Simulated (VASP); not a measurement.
Here is a VASP 6.6.1 calculation.

INCAR

```
  ALGO = Normal
  EDIFF = 1E-6
  ENCUT = 520
  GGA = PE
  ISIF = 2
  ISMEAR = -1
  LASPH = True
  LCHARG = False
  LREAL = False
  LWAVE = False
  NBANDS = 17
  NELM = 80
  PREC = Accurate
  SIGMA = 0.02
```

The input KPOINTS:

```
k-points
0
Gamma
  8 8 8
```

POSCAR

```
PbS
1.0
    0.0000000000      2.8134252583      2.8134252583
    2.8134252583      0.0000000000      2.8134252583
    2.8134252583      2.8134252583      0.0000000000
Pb S
1 1
Direct
    0.0000000000      0.0000000000      0.0000000000
    0.5000000000      0.5000000000      0.5000000000
```

Potentials or basis: VASP PAW PBE potentials, release 64 (Pb_d, S).

Launch:

```sh
$ cat potpaw_PBE.64/Pb_d/POTCAR potpaw_PBE.64/S/POTCAR > POTCAR
$ mpirun -np 1 vasp_std > vasp.out
```

Q: Estimate the pressure.

A: 15.5 GPa.

Q: Predict the band gap on the k mesh.

A: 0.36 eV, direct.

Caveat: the cell differs from its parent crystal (strain -5.3%); spin-orbit coupling is left out, which moves the levels of the heavy elements. A k mesh can miss the band edges.
